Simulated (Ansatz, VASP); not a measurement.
# Two plane-wave programs on AlGa2N3

```
Al Ga N
1.0
     2.97172    0.00000    0.00000
    -1.48586    2.57358    0.00000
     0.00000    0.00000    7.28469
Al Ga N
1 2 3
Direct
  0.00000 0.00000 0.00000
  0.33333 0.66667 0.66997
  0.66667 0.33333 0.33003
  0.66667 0.33333 0.84255
  0.00000 0.00000 0.50000
  0.33333 0.66667 0.15745
```

Alike in both runs: task relaxation of cell and atoms; functional PBE; k mesh 6 × 6 × 4; occupations gaussian, width 0.1 eV; no spin polarisation.

|  | VASP | Ansatz |
| --- | --- | --- |
| version | VASP 6.6.1 | Ansatz 0.2.0 |
| potentials or method | VASP PAW PBE potentials, release 64 (Al, Ga_d, N), cutoff 600 eV | scalar-relativistic, plane waves, PAW |
| valence electrons in the cell | 44 | 44 |

```csv
,VASP,Ansatz,Ansatz less VASP
"gap on the k mesh at the Fermi level, each at its own relaxed structure (eV)",1.45,1.49,+0.037
relaxed volume (Å³/atom),9.31,9.29,-0.025
relaxed length of the cell vector where the two differ most in proportion (Å),7.291,7.285,-0.0066
```
